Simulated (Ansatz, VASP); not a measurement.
**PtS2 in VASP and in Ansatz**

The input INCAR:

```
SYSTEM = PtS2
  ALGO = Normal
  EDIFF = 1E-6
  ENCUT = 520
  GGA = CA
  ISIF = 2
  ISMEAR = -1
  LASPH = .True.
  LCHARG = .True.
  LELF = .True.
  LREAL = .False.
  LVHAR = .True.
  LWAVE = .False.
  NBANDS = 18
  NELM = 80
  PREC = Accurate
  SIGMA = 0.05
```

KPOINTS

```
k-points
0
Gamma
  9 9 5
  0 0 0
```

File POSCAR:

```
PtS2
1.0
    3.5432000000      0.0000000000      0.0000000000
   -1.7716000000      3.0685012107      0.0000000000
    0.0000000000      0.0000000000      5.0388000000
Pt S
1 2
Direct
    0.0000000000      0.0000000000      0.0000000000
    0.6666666667      0.3333333333      0.7730000000
    0.3333333333      0.6666666667      0.2270000000
```

File input.yaml:

```yaml
crystal:
  lattice:
    - [3.5432, 0.0, 0.0]
    - [-1.7716, 3.0685012107, 0.0]
    - [0.0, 0.0, 5.0388]
  atoms:
    - { symbol: Pt, position: [0.0, 0.0, 0.0] }
    - { symbol: S, position: [0.6666666667, 0.3333333333, 0.773] }
    - { symbol: S, position: [0.3333333333, 0.6666666667, 0.227] }
kpoints:
  mp_grid: { grid: [9, 9, 5] }
  band_path:
    path:
      - [0.0, 0.0, 0.0]
      - [0.5, 0.0, 0.0]
      - [0.3333333333, 0.3333333333, 0.0]
      - [0.0, 0.0, 0.0]
      - [0.0, 0.0, 0.5]
      - [0.5, 0.0, 0.5]
      - [0.3333333333, 0.3333333333, 0.5]
      - [0.0, 0.0, 0.5]
    npoints: 12
scf:
  occupations: { method: fermi_dirac, width: 0.05 }
hamiltonian:
  xc: lda
  pseudopotentials: { kind: all_electron, lapw: { basis_error: 0.002 } }
output:
  forces: true
  stress: true
  eigenvalues: true
```

Alike in both runs: functional LDA; k mesh 9 × 9 × 5; occupations fermi-dirac, width 0.05 eV; no spin polarisation.

|  | VASP | Ansatz |
| --- | --- | --- |
| version | VASP 6.6.1 | Ansatz 0.2.0 |
| potentials or method | VASP PAW LDA potentials, release 64 (Pt, S), cutoff 520 eV | all-electron LAPW, scalar-relativistic |
| task | single point | band structure |

VASP gave:

| Item | Value |
| --- | --- |
| gap on the k mesh at the Fermi level (eV) | 0.91 |
| least direct gap on the mesh (eV) | 0.96 |
| pressure (GPa) | 3.5 |
| traceless stress, the component that is largest in VASP (GPa) | -0.23 |
| rms of the force components (eV/Å) | 0.379 |

Problem. Estimate Ansatz's values.

Solution. gap on the k mesh at the Fermi level (eV): 0.91; least direct gap on the mesh (eV): 0.96; pressure (GPa): 3.6; traceless stress, the component that is largest in VASP (GPa): -0.26; rms of the force components (eV/Å): 0.380.

LDA's correlation is that of Perdew and Zunger in VASP and of Perdew and Wang (1992) in Ansatz. Atom by atom the forces differ by 0.000 eV/Å (rms over components). Ansatz ran all-electron here, and VASP with PAW potentials.

Spin-orbit coupling is off throughout.
